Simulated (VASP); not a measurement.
# Li2P (P1) in VASP: notebook

Li2P is run at these levels: LDA; tasks: single point.

All numbers are computed with VASP 6.6.1; they aren't measurements. Logs are shortened: lines on timing, memory, paths and dates and some standing lists are left out, and cuts for length are marked.

## Step 1: The cell of the first run

The typed cell holds 3 atoms: a = 4.695 Å, b = 4.695 Å, c = 4.695 Å, α = 139.52°, β = 139.52°, γ = 58.58°.

## Step 2: Single point, LDA

Contents of INCAR:

```
PREC     = Accurate       # precision mode
ENCUT    = 520            # plane-wave cutoff, eV
EDIFF    = 1E-6           # SCF threshold, eV
ISMEAR   = -1             # smearing method
SIGMA    = 0.01           # smearing width, eV
LREAL    = False          # projectors in reciprocal space
LASPH    = True           # aspherical terms in the spheres
NELM     = 100            # most SCF steps
ALGO     = Normal         # electronic algorithm
ISIF     = 2              # what is computed and relaxed
LWAVE    = False          # write WAVECAR
LCHARG   = True           # write CHGCAR
GGA      = CA             # functional
LELF     = True           # ELF
LVHAR    = True         
NBANDS   = 12             # bands
```

Contents of KPOINTS:

```
Automatic mesh
0
Gamma
  6 6 8
```

Contents of POSCAR:

```
Li2P
1.0
   -1.6242032100      1.6242032100      4.0946098800
    1.6242032100     -1.6242032100      4.0946098800
    1.6242032100      1.6242032100     -4.0946098800
Li P
2 1
Direct
    0.6947180000      0.6602170000      0.0116230000
    0.3151600000      0.3175380000     -0.0135140000
   -0.0008010000      0.0159290000      0.0069600000
```

Potentials or basis: VASP PAW LDA potentials, release 64 (Li_sv, P).

Run with:

```sh
$ cat potpaw_LDA.64/Li_sv/POTCAR potpaw_LDA.64/P/POTCAR > POTCAR
$ mpirun -np 1 vasp_std > vasp.out
```

OUTCAR:

```text
PREC = Accurate
   ENCUT = 520
   EDIFF = 1E-6
   ISMEAR = -1
   LREAL = False
   LASPH = True
   NELM = 100
   ISIF = 2
   GGA = CA

 ion  position               nearest neighbor table
   1  0.695  0.660  0.012-   2 2.54   2 2.56   3 2.58   3 2.67   3 2.69   3 2.72   3 2.78
   2  0.315  0.318  0.986-   1 2.54   1 2.56   3 2.61   3 2.69   3 2.71   3 2.76   3 2.77
   3  0.999  0.016  0.007-   1 2.58   2 2.61   1 2.67   1 2.69   2 2.69   2 2.71   1 2.72   2 2.76
                             2 2.77   1 2.78

  LATTYP: Found a body centered tetragonal cell.
 ALAT       =     3.2484064200
 C/A-ratio  =     2.5209960520

  Lattice vectors:

 A1 = (  -1.6242032100,   1.6242032100,   4.0946098800)
 A2 = (   1.6242032100,  -1.6242032100,   4.0946098800)
 A3 = (   1.6242032100,   1.6242032100,  -4.0946098800)

Analysis of symmetry for initial positions (statically):
=====================================================================
 Subroutine PRICEL returns:
 Original cell was already a primitive cell.

 Routine SETGRP: Setting up the symmetry group for a
 body centered tetragonal supercell.

 Subroutine GETGRP returns: Found  1 space group operations
 (whereof  1 operations were pure point group operations)
 out of a pool of 16 trial point group operations.

The static configuration has the point symmetry C_1 .

Analysis of symmetry for dynamics (positions and initial velocities):
=====================================================================
 Subroutine PRICEL returns:
 Original cell was already a primitive cell.

 Routine SETGRP: Setting up the symmetry group for a
 body centered tetragonal supercell.

 Subroutine GETGRP returns: Found  1 space group operations
 (whereof  1 operations were pure point group operations)
 out of a pool of 16 trial point group operations.

The dynamic configuration has the point symmetry C_1 .

 Subroutine INISYM returns: Found  1 space group operations
 (whereof  1 operations are pure point group operations),
 and found     1 'primitive' translations

----------------------------------------------------------------------------------------

                                     Primitive cell

  volume of cell :      43.2069

  direct lattice vectors                    reciprocal lattice vectors
    -1.624203210  1.624203210  4.094609880     0.000000000  0.307843253  0.122111755
     1.624203210 -1.624203210  4.094609880     0.307843253  0.000000000  0.122111755
     1.624203210  1.624203210 -4.094609880     0.307843253  0.307843253  0.000000000

  length of vectors
     4.694880425  4.694880425  4.694880425     0.331177821  0.331177821  0.435356104

  position of ions in fractional coordinates (direct lattice)
     0.694718000  0.660217000  0.011623000
     0.315160000  0.317538000  0.986486000
     0.999199000  0.015929000  0.006960000

  ion indices of the primitive-cell ions
   primitive index   ion index
                 1           1
                 2           2
                 3           3

----------------------------------------------------------------------------------------

 KPOINTS: Automatic mesh

Automatic generation of k-mesh.
 Grid dimensions read from file:
 generate k-points for:    6    6    8

 Generating k-lattice:

  Cartesian coordinates                     Fractional coordinates (reciprocal lattice)
     0.000000000  0.051307209  0.020351959     0.166666667  0.000000000 -0.000000000
     0.051307209  0.000000000  0.020351959     0.000000000  0.166666667 -0.000000000
     0.038480407  0.038480407  0.000000000     0.000000000  0.000000000  0.125000000

  Length of vectors
     0.055196304  0.055196304  0.054419513

  Shift w.r.t. Gamma in fractional coordinates (k-lattice)
     0.000000000  0.000000000  0.000000000

 -----------------------------------------------------------------------------
|                                                                             |
|           W    W    AA    RRRRR   N    N  II  N    N   GGGG   !!!           |
|           W    W   A  A   R    R  NN   N  II  NN   N  G    G  !!!           |
|           W    W  A    A  R    R  N N  N  II  N N  N  G       !!!           |
|           W WW W  AAAAAA  RRRRR   N  N N  II  N  N N  G  GGG   !            |
|           WW  WW  A    A  R   R   N   NN  II  N   NN  G    G                |
|           W    W  A    A  R    R  N    N  II  N    N   GGGG   !!!           |
|                                                                             |
|     Your reciprocal lattice and k-lattice belong to different lattice       |
|     classes:                                                                |
|                                                                             |
|        The reciprocal lattice is body-centered tetragonal,                  |
|        whereas your k-lattice is base-centered monoclinic.                  |
|                                                                             |
|     Results are often still useful ...                                      |
|                                                                             |
 -----------------------------------------------------------------------------

 WARNING: IBZKPT: internal override: KBLOWUP is changed to .FALSE.
      ... skipping the blow-up phase ...

 Subroutine IBZKPT returns following result:
 ===========================================

 Found    148 irreducible k-points:

 Following reciprocal coordinates:
            Coordinates               Weight
  0.000000  0.000000  0.000000      1.000000
  0.166667  0.000000 -0.000000      2.000000
  0.333333  0.000000 -0.000000      2.000000
  0.500000  0.000000  0.000000      1.000000
  0.000000  0.166667 -0.000000      2.000000
  0.166667  0.166667 -0.000000      2.000000
[... 16 lines left out ...]
  0.333333  0.000000  0.125000      2.000000
  0.500000  0.000000  0.125000      2.000000
 [... further k-points ...]
   k-points           NKPTS =    148   k-points in BZ     NKDIM =    148   number of bands    NBANDS=     12
   number of dos      NEDOS =    301   number of ions     NIONS =      3
   total plane-waves  NPLWV =  46656
   dimension x,y,z NGX =    36 NGY =   36 NGZ =   36
   dimension x,y,z NGXF=    72 NGYF=   72 NGZF=   72
   ions per type =               2   1
   NGX,Y,Z   is equivalent  to a cutoff of  12.75, 12.75, 12.75 a.u.
   NGXF,Y,Z  is equivalent  to a cutoff of  25.50, 25.50, 25.50 a.u.
 SYSTEM =  unknown system
   PREC   = accura    normal or accurate (medium, high low for compatibility)
   ISTART =      0    job   : 0-new  1-cont  2-samecut
   ICHARG =      2    charge: 1-file 2-atom 10-const
   ISPIN  =      1    spin polarized calculation?
   LNONCOLLINEAR =      F non collinear calculations
   LSORBIT =      F    spin-orbit coupling
   LASPH  =      T    aspherical Exc in radial PAW
   ENCUT  =  520.0 eV  38.22 Ry    6.18 a.u.   8.73  8.73  8.73*2*pi/ulx,y,z
   NELM   =    100;   NELMIN=  2; NELMDL= -5     # of ELM steps
   EDIFF  = 0.1E-05   stopping-criterion for ELM
   LREAL  =      F    real-space projection
   EDIFFG = 0.1E-04   stopping-criterion for IOM
   NSW    =      0    number of steps for IOM
   IBRION =     -1    ionic relax: 0-MD 1-quasi-New 2-CG
   NFREE  =      0    steps in history (QN), initial steepest desc. (CG)
   ISIF   =      2    stress and relaxation
   ISYM   =      2    0-nonsym 1-usesym 2-fastsym
   POTIM  = 0.5000    time-step for ionic-motion
   TEBEG  =    0.0;   TEEND  =   0.0 temperature during run
   PSTRESS=    0.0 pullay stress
   NELECT =      11.0000    total number of electrons
   NUPDOWN=      -1.0000    fix difference up-down
   EMIN   =  10.00;   EMAX   =-10.00  energy-range for DOS
   EFERMI =   0.00;   METHOD = LEGACY
   ISMEAR =    -1;   SIGMA  =   0.01  broadening in eV -4-tet -1-fermi 0-gaus
   EFERMI_NEDOS =   21; number of points for ismear=-14 and -15
   IALGO  =     38    algorithm
   IMIX   =      4    mixing-type and parameters
     AMIX     =   0.40;   BMIX     =  1.00
     AMIX_MAG =   1.60;   BMIX_MAG =  1.00
  volume/ion in A,a.u.               =      14.40        97.19
  Fermi-wavevector in a.u.,A,eV,Ry     =   1.037579  1.960741 14.647636  1.076571
  Thomas-Fermi vector in A             =   2.172024
   LORBIT       =      0    0 simple, 1 ext, 2 COOP (PROOUT), +10 PAW based schemes
   GGA     = CA    functional components
   LHFCALC =     F    Hartree Fock is set to
   AEXX    =    0.0000 exact exchange contribution
   IVDW    =     0    specifies the selected vdW correction
   LEPSILON=     F    determine dielectric tensor
   LRPA    =     F    only Hartree local field effects (RPA)
 non-spin polarized calculation
  energy-cutoff  :      520.00
  volume of cell :       43.21
 maximum number of plane-waves:      1178
   NGX = 17   NGY = 17   NGZ = 17

 number of electron      10.9999999 magnetization

 Free energy of the ion-electron system (eV)
  ---------------------------------------------------
  ext. energy  EPLUGINS =         0.00000000
  ---------------------------------------------------
  free energy    TOTEN  =       -11.48207375 eV

  energy without entropy =      -11.48172855  energy(sigma->0) =      -11.48190115

 E-fermi :   4.2968     XC(G=0):  -9.2747

 val. band max:        4.2945900678   @ k =  -0.3333  -0.0000   0.1250
 cond. band min:       4.2971322386   @ k =  -0.0000  -0.3333   0.1250
 fundamental gap:      0.0025421707
 Fermi energy:         4.2967661097

 k-point     1 :       0.0000    0.0000    0.0000
  band No.  band energies     occupation
      1     -41.3382      2.00000
      2     -41.2316      2.00000
      3      -6.8592      2.00000
      4       1.6981      2.00000
      5       4.5392      0.00000
      6       5.3311      0.00000
      7       5.3442      0.00000
      8       9.6891      0.00000
      9      10.2003      0.00000
     10      10.2636      0.00000
     11      10.7645      0.00000
     12      13.8798      0.00000

 k-point     2 :       0.1667    0.0000   -0.0000
  band No.  band energies     occupation
      1     -41.3330      2.00000
      2     -41.2348      2.00000
      3      -6.5930      2.00000
      4       1.5266      2.00000
      5       3.3824      2.00000
      6       5.2015      0.00000
      7       5.5199      0.00000
      8       8.7629      0.00000
      9      10.3421      0.00000
     10      10.7242      0.00000
     11      12.7419      0.00000
     12      15.6461      0.00000

 k-point     3 :       0.3333    0.0000   -0.0000
  band No.  band energies     occupation
      1     -41.3214      2.00000
      2     -41.2425      2.00000
      3      -5.9166      2.00000
      4       0.7862      2.00000
      5       1.4014      2.00000
      6       5.9421      0.00000
      7       6.0154      0.00000
      8       8.2553      0.00000
      9      11.0476      0.00000
     10      11.7993      0.00000
     11      13.5800      0.00000
     12      13.6631      0.00000
[... 286 lines left out ...]
 k-point    23 :       0.3333    0.0000    0.1250
  band No.  band energies     occupation
      1     -41.3147      2.00000
      2     -41.2463      2.00000
      3      -5.3382      2.00000
      4      -0.0849      2.00000
      5       1.5295      2.00000
      6       4.8870      0.00000
      7       6.1188      0.00000
      8       8.6046      0.00000
      9      10.6292      0.00000
     10      11.8863      0.00000
     11      12.8680      0.00000
     12      13.4752      0.00000

 k-point    24 :       0.5000    0.0000    0.1250
  band No.  band energies     occupation
      1     -41.3169      2.00000
      2     -41.2450      2.00000
      3      -5.5556      2.00000
      4       0.3926      2.00000
      5       1.2942      2.00000
      6       4.7165      0.00000
      7       6.4353      0.00000
      8       9.0414      0.00000
      9      11.0583      0.00000
     10      11.9109      0.00000
     11      12.5769      0.00000
     12      13.3015      0.00000

 [... further k-points ...]

------------------------ aborting loop because EDIFF is reached ----------------------------------------

  FORCE on cell =-STRESS in cart. coord.  units (eV):
  Direction    XX          YY          ZZ          XY          YZ          ZX
  --------------------------------------------------------------------------------------
  -------------------------------------------------------------------------------------
  Total       -0.0351086     -0.0746234     -3.4934359      0.0210602      0.1236720      0.0034883
  in kB       -1.3018803     -2.7671476   -129.5418556      0.7809437      4.5859444      0.1293529
  external PRESSURE =     -44.5369612 kB  Pullay stress =       0.0000000 kB

 VOLUME and BASIS-vectors are now :
 -----------------------------------------------------------------------------
  energy-cutoff  :      520.00
  volume of cell :       43.21
      direct lattice vectors                 reciprocal lattice vectors
    -1.624203210  1.624203210  4.094609880     0.000000000  0.307843253  0.122111755
     1.624203210 -1.624203210  4.094609880     0.307843253  0.000000000  0.122111755
     1.624203210  1.624203210 -4.094609880     0.307843253  0.307843253  0.000000000

 POSITION                                       TOTAL-FORCE (eV/Angst)
 -----------------------------------------------------------------------------------
     -0.03716      0.07491      5.50034         0.099624     -0.206365     -0.656448
      1.60612      1.59839     -1.44862         0.011250      0.123394      0.818527
     -1.58573      1.60833      4.12805        -0.110874      0.082971     -0.162080
 -----------------------------------------------------------------------------------
    total drift:                               -0.000159      0.000128     -0.000145

  FREE ENERGIE OF THE ION-ELECTRON SYSTEM (eV)
  ---------------------------------------------------
  free  energy   TOTEN  =       -11.4820737517 eV

  energy  without entropy=      -11.4817285525  energy(sigma->0) =      -11.48190115
```

Wall time 95 s (1 thread of Intel Xeon Platinum 8375C at 2.90GHz (Ice Lake), shared host); peak memory 0.2 GiB.

Results:

| Item | Value |
| --- | --- |
| Free energy | -11.4821 eV |
| Largest force | 0.828 eV/Å |
| Band gap on the k mesh | zero (an odd number of electrons rules out a gap without spin polarisation) |

Forces in eV/Å, atoms in the order of the input:
```
Li   0.100 -0.206 -0.656
Li   0.011  0.123  0.819
P   -0.111  0.083 -0.162
```

Levels at points of the mesh, in eV from the Fermi level:
| k point | band 4 | band 5 | band 6 | band 7 | band 8 | band 9 |
| --- | --- | --- | --- | --- | --- | --- |
| (0.00, 0.00, 0.00) | -2.60 | 0.24 | 1.03 | 1.05 | 5.39 | 5.90 |
| (0.50, 0.00, 0.00) | -4.61 | -2.99 | 1.51 | 1.94 | 5.99 | 6.54 |
| (0.00, 0.50, 0.00) | -4.59 | -2.96 | 1.43 | 1.93 | 5.92 | 6.63 |
| (0.50, 0.50, 0.00) | -3.93 | -3.08 | -1.19 | 0.51 | 2.17 | 4.98 |
| (0.00, 0.00, 0.50) | -3.94 | -3.08 | -1.21 | 0.54 | 2.20 | 4.96 |
| (0.50, 0.00, 0.50) | -4.60 | -2.96 | 1.43 | 1.93 | 6.00 | 6.54 |
| (0.00, 0.50, 0.50) | -4.57 | -2.93 | 1.35 | 1.92 | 5.97 | 6.60 |
| (0.50, 0.50, 0.50) | -4.87 | 0.48 | 0.49 | 5.41 | 5.67 | 6.23 |

Caveat: the cutoff is under 1.25 times the usual one of these potentials, so pressure, stress and relaxed cells hold a basis-set (Pulay) error.

## Step 3: Single point, LDA

Contents of INCAR:

```
SYSTEM = Li2P
PREC = Accurate ; ENCUT = 520
EDIFF = 1E-6 ; ISMEAR = -1
SIGMA = 0.005 ; LREAL = .FALSE.
LASPH = .TRUE. ; NELM = 60
ALGO = Normal ; ISIF = 2
LWAVE = .FALSE. ; LCHARG = .FALSE.
NBANDS = 12
```

Contents of KPOINTS:

```
Automatic mesh
0
G
  6 6 8
  0 0 0
```

POSCAR is that of step 2.

Potentials or basis: VASP PAW LDA potentials, release 64 (Li_sv, P).

Run with:

```sh
$ cat potpaw_LDA.64/Li_sv/POTCAR potpaw_LDA.64/P/POTCAR > POTCAR
$ mpirun -np 1 vasp_std > vasp.out
```

Run time: 1.8 min. Hardware: 1 thread of Intel Xeon Platinum 8375C at 2.90GHz (Ice Lake), shared host; peak memory 0.2 GiB.

It converged, with:

```
Free energy            : -11.4819 eV
Largest force          : 0.828 eV/Å
Band gap on the k mesh : zero (an odd number of electrons rules out a gap without spin polarisation)
```

Forces in eV/Å, atoms in the order of the input:
```
Li   0.100 -0.207 -0.656
Li   0.011  0.124  0.819
P   -0.111  0.083 -0.162
```

Levels at points of the mesh, in eV from the Fermi level:
```csv
k point,band 3,band 4,band 5,band 6,band 7,band 8,band 9,band 10
"(0.00, 0.00, 0.00)",-11.16,-2.60,0.24,1.03,1.05,5.39,5.90,5.97
"(0.50, 0.00, 0.00)",-9.74,-4.61,-2.99,1.51,1.94,5.99,6.55,7.25
"(0.00, 0.50, 0.00)",-9.75,-4.59,-2.96,1.43,1.93,5.92,6.63,7.31
"(0.50, 0.50, 0.00)",-8.28,-3.93,-3.08,-1.18,0.51,2.17,4.98,5.89
"(0.00, 0.00, 0.50)",-8.27,-3.94,-3.07,-1.21,0.54,2.20,4.96,5.93
"(0.50, 0.00, 0.50)",-9.75,-4.60,-2.96,1.43,1.93,6.01,6.54,7.31
"(0.00, 0.50, 0.50)",-9.76,-4.57,-2.93,1.35,1.92,5.97,6.60,7.45
"(0.50, 0.50, 0.50)",-10.93,-4.87,0.48,0.49,5.41,5.67,6.23,8.92
```

Caveat: the cutoff is under 1.25 times the usual one of these potentials, so pressure, stress and relaxed cells hold a basis-set (Pulay) error.
